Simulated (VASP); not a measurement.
## KI: single point with PBE0

The system is KI.

```
K I
1.0
     4.29094    0.00000    0.00000
     0.00000    4.29094    0.00000
     0.00000    0.00000    4.29094
K I
1 1
Cartesian
  0.0000 0.0000 0.0000
  2.1455 2.1455 2.1455
```

* Program: VASP 6.6.1
* Task: single point
* Functional: PBE0
* Potentials or basis: VASP PAW PBE potentials, release 64 (K_sv, I)
* Cutoff: 520 eV
* k mesh: 4 × 4 × 4
* Occupations: gaussian, width 0.01 eV
* Spin: no spin polarisation
* Dipole correction: no
* Grid for exact exchange (PRECFOCK): Normal
* Further INCAR settings: ALGO = Normal; EDIFF = 1e-06; NBANDS = 15
* Share of exact exchange: 0.25

```
Pressure               : 0.2 GPa
Band gap on the k mesh : 5.00 eV (least direct gap 5.40 eV)
```

Levels at points of the mesh, in eV from the valence-band top:
```
           k point  band 4  band 5  band 6  band 7  band 8  band 9  band 10  band 11  band 12  band 13
(0.00, 0.00, 0.00)  -13.91  -12.15   -0.40   -0.40   -0.40    5.00     6.51     6.51    10.59    10.59
(0.50, 0.00, 0.00)  -13.90  -11.81   -2.49   -0.31   -0.31    7.19     8.13     8.79     8.96    10.57
(0.50, 0.50, 0.00)  -13.89  -11.76   -1.88   -1.88    0.00    5.60     7.54     8.77     8.77    10.93
(0.50, 0.50, 0.50)  -13.97  -11.56   -1.81   -1.81   -1.81    7.32     7.32     7.32    11.10    11.10
```

Run time: 6.4 min on 1 thread of Intel(R) Xeon(R) Platinum 8259CL CPU @ 2.50GHz (Skylake/Cascade Lake) (shared host), peak memory 0.19 GiB.

Caveat: the PAW data sets were made with another functional, which shifts forces and pressure a little; spin-orbit coupling is left out, which moves the levels of the heavy elements. A k mesh can miss the band edges.
